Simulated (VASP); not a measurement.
Wanted: the native input for a VASP 6.6.1 run.

| Item | Value |
| --- | --- |
| Task | single point |
| Functional | PBE |
| Potentials or basis | VASP PAW PBE potentials, release 64 (Ti_sv) |
| Cutoff | 520 eV |
| k mesh | 20 × 20 × 20 |
| Occupations | gaussian, width 0.15 eV |
| Spin | collinear spin, ferromagnetic start |
| Starting moments | [0.25] μB |
| Fixed moment | 0.25 μB |
| Dipole correction | no |
| Further INCAR settings | ALGO = Normal; EDIFF = 1e-07; NBANDS = 16 |

The structure of Ti lies in POSCAR:

```
Ti
1.0
    0.0000000000      2.0140264001      2.0140264001
    2.0140264001      0.0000000000      2.0140264001
    2.0140264001      2.0140264001      0.0000000000
Ti
1
Direct
    0.0000000000      0.0000000000      0.0000000000
```

One way to write it, as run:

INCAR

```
ALGO = Normal ; EDIFF = 1E-7
ENCUT = 520 ; GGA = PE
ISIF = 2 ; ISMEAR = 0
ISPIN = 2 ; LASPH = T
LCHARG = F ; LMAXMIX = 4
LORBIT = 11 ; LREAL = F
LWAVE = F ; MAGMOM = 0.25
NBANDS = 16 ; NELM = 150
NUPDOWN = 0.25 ; PREC = Accurate
SIGMA = 0.15
```

KPOINTS

```
k-points
0
Gamma
  20 20 20
```

Potentials or basis: VASP PAW PBE potentials, release 64 (Ti_sv).

The run is started by

```bash
$ cat potpaw_PBE.64/Ti_sv/POTCAR > POTCAR
$ mpirun -np 1 vasp_std > vasp.out
```

Results of the run:

The pressure is 7.3 GPa and the net moment is 0.25 μB per cell. The site moments are Ti +0.17 μB. The valence electrons inside the program's atomic spheres are Ti 10.33.

Caveat: the total moment is fixed, so each spin has its own Fermi level.

Wall time 110 s on 1 thread of Intel Xeon 6975P-C, on a shared host, peak memory 0.22 GiB.
